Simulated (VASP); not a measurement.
Set up this calculation in VASP 6.6.1, as the native input.

| Property | Result |
| --- | --- |
| Task | relaxation of cell and atoms |
| Functional | PBE |
| Potentials or basis | VASP PAW PBE potentials, release 64 (Zn, Se) |
| Cutoff | 600 eV |
| k mesh | 14 × 14 × 14 |
| Occupations | fermi-dirac, width 0.05 eV |
| Spin | no spin polarisation |
| Target pressure | 15 GPa |
| Dipole correction | no |
| Further INCAR settings | ALGO = Normal; EDIFF = 1e-06; IBRION = 2; EDIFFG = -0.005; NSW = 60; ISIF = 3 |

The structure of ZnSe (CsCl type) lies in POSCAR:

```
ZnSe
1.0
    3.1582701015      0.0000000000      0.0000000000
    0.0000000000      3.1582701015      0.0000000000
    0.0000000000      0.0000000000      3.1582701015
Zn Se
1 1
Direct
    0.0000000000      0.0000000000      0.0000000000
    0.5000000000      0.5000000000      0.5000000000
```

One way to write it, as run:

INCAR

```
PREC = Accurate
ENCUT = 600
EDIFF = 1E-6
ISMEAR = -1
SIGMA = 0.05
LREAL = F
LASPH = T
NELM = 60
ALGO = Normal
ISIF = 3
LWAVE = F
LCHARG = F
GGA = PE
IBRION = 2
NSW = 60
EDIFFG = -0.005
PSTRESS = 150.0
```

KPOINTS

```
regular mesh
0
Gamma
  14 14 14
```

Potentials or basis: VASP PAW PBE potentials, release 64 (Zn, Se).

The run is started by

```bash
$ cat potpaw_PBE.64/Zn/POTCAR potpaw_PBE.64/Se/POTCAR > POTCAR
$ mpirun -np 1 vasp_std > vasp.out
```

It gave:

```
Relaxed volume                                             : 16.06 Å³/atom
Relaxed cell                                               : a = 3.179 Å, b = 3.179 Å, c = 3.179 Å, α = 90.00°, β = 90.00°, γ = 90.00°
Space group after relaxing (to 0.1 Å)                      : Pm-3m (No. 221)
Energy change on relaxing (the run minimises the enthalpy) : -31.3 meV/atom
Ionic steps                                                : 5
Pressure after relaxing                                    : 15.0 GPa
Band gap on the k mesh                                     : zero (bands 9 and 10 overlap by 2.03 eV)
```

Caveat: the cell is relaxed towards a set pressure, so the run minimises the enthalpy, not the energy.

Wall time 3.1 min on 1 thread of Intel(R) Xeon(R) Platinum 8259CL CPU @ 2.50GHz (Skylake/Cascade Lake), on a shared host, peak memory 0.21 GiB.
